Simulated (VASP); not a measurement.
A run of VASP 6.6.1 is set up as follows.

The input POSCAR:

```
Cu
1.0
   -1.4471553690      1.4337440392      1.3601266570
    1.4472463215     -1.4399025159      1.3666790560
    1.4638359032      1.4565830501     -1.3665836942
Cu
1
Direct
   -0.0017728543     -0.0219278576      0.0249258529
```

INCAR.step1

```
PREC     = Accurate       # precision mode
ENCUT    = 520            # plane-wave cutoff, eV
ISMEAR   = 0              # smearing method
SIGMA    = 0.1            # smearing width, eV
LREAL    = False          # projectors in reciprocal space
LASPH    = True           # aspherical terms in the spheres
NELM     = 60             # most SCF steps
NBANDS   = 12             # bands
GGA      = PE             # functional
ALGO     = Normal         # electronic algorithm
EDIFF    = 1E-4           # SCF threshold, eV
LWAVE    = True           # write WAVECAR
LCHARG   = False          # write CHGCAR
```

Contents of INCAR.step2:

```
PREC     = Accurate       # precision mode
ENCUT    = 520            # plane-wave cutoff, eV
EDIFF    = 1E-6           # SCF threshold, eV
ISMEAR   = 0              # smearing method
SIGMA    = 0.1            # smearing width, eV
LREAL    = False          # projectors in reciprocal space
LASPH    = True           # aspherical terms in the spheres
NELM     = 60             # most SCF steps
ALGO     = Normal         # electronic algorithm
ISIF     = 2              # what is computed and relaxed
LWAVE    = False          # write WAVECAR
LCHARG   = False          # write CHGCAR
METAGGA  = R2SCAN         # meta-GGA
LMIXTAU  = True         
NBANDS   = 12             # bands
ISTART   = 1
```

Contents of KPOINTS:

```
Automatic mesh
0
Gamma
  4 4 4
```

Potentials or basis: VASP PAW PBE potentials, release 64 (Cu).

Run with:

```console
$ cat potpaw_PBE.64/Cu/POTCAR > POTCAR
$ cp INCAR.step1 INCAR
$ mpirun -np 1 vasp_std > vasp.out
$ cp INCAR.step2 INCAR
$ mpirun -np 1 vasp_std > vasp.out
```

Q: What does it give for the pressure?

A: 0.2 GPa.

Stress tensor (GPa, compression positive):
```
 1.00  2.35 -0.05
 2.35 -0.19 -0.66
-0.05 -0.66 -0.11
```

Caveat: the k points lie up to 0.79 Å⁻¹ apart; the PAW data sets were made with another functional, which shifts forces and pressure a little.
